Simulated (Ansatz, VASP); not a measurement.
## Two plane-wave programs on W2Cl

Contents of INCAR:

```
PREC = Accurate
ENCUT = 600
EDIFF = 1E-7
ISMEAR = 0
SIGMA = 0.1
LREAL = False
LASPH = True
NELM = 100
ALGO = Normal
ISIF = 3
LWAVE = False
LCHARG = False
GGA = PE
IBRION = 2
NSW = 90
EDIFFG = -0.04
```

The input KPOINTS:

```
regular mesh
0
Gamma
  6 6 4
```

Contents of POSCAR:

```
W2Cl
1.0
    3.8786163200      0.0000000000      0.0000000000
   -1.9393081600      3.3589802700      0.0000000000
    0.0000000000      0.0000000000      4.5151919900
W Cl
2 1
Direct
    0.3333333300      0.6666666700      0.5000000000
    0.6666666700      0.3333333300      0.5000000000
    0.0000000000      0.0000000000      0.0000000000
```

Input for Ansatz:

```yaml
crystal:
  lattice:
    - [3.87861632, 0.0, 0.0]
    - [-1.93930816, 3.35898027, 0.0]
    - [0.0, 0.0, 4.51519199]
  atoms:
    - { symbol: W, position: [0.33333333, 0.66666667, 0.5] }
    - { symbol: W, position: [0.66666667, 0.33333333, 0.5] }
    - { symbol: Cl, position: [0.0, 0.0, 0.0] }
basis:
  ecutwfc: 420
kpoints:
  mp_grid: { grid: [6, 6, 4] }
hamiltonian:
  xc: pbe
scf:
  occupations: { method: gaussian, width: 0.1 }
  lower_state_search: "off"
output:
  forces: true
  stress: true
  eigenvalues: true
relax:
  adjacent_minimum: "off"
  f_tol: 0.04
  max_steps: 70
  cell: { stress_tol: 0.4 }
```

Change from the starting cell: species swapped into the YB2 type (P6/mmm, No. 191).

Alike in both runs: task relaxation of cell and atoms; functional PBE; k mesh 6 × 6 × 4; occupations gaussian, width 0.1 eV; no spin polarisation.

```csv
,VASP,Ansatz
version,VASP 6.6.1,Ansatz 0.2.0
potentials or method,"VASP PAW PBE potentials, release 64 (W_sv, Cl), cutoff 600 eV","scalar-relativistic, plane waves, PAW"
valence electrons in the cell,35,35
```

|  | VASP | Ansatz | Ansatz less VASP |
| --- | --- | --- | --- |
| gap on the k mesh at the Fermi level, each at its own relaxed structure (eV) | none | none | - |
| relaxed volume (Å³/atom) | 17.61 | 17.60 | -0.006 |
| relaxed length of the cell vector where the two differ most in proportion (Å) | 2.860 | 2.859 | -0.0004 |

A gap of «none» marks a metal or a gap that the smearing closes.

Spin-orbit coupling is off throughout.
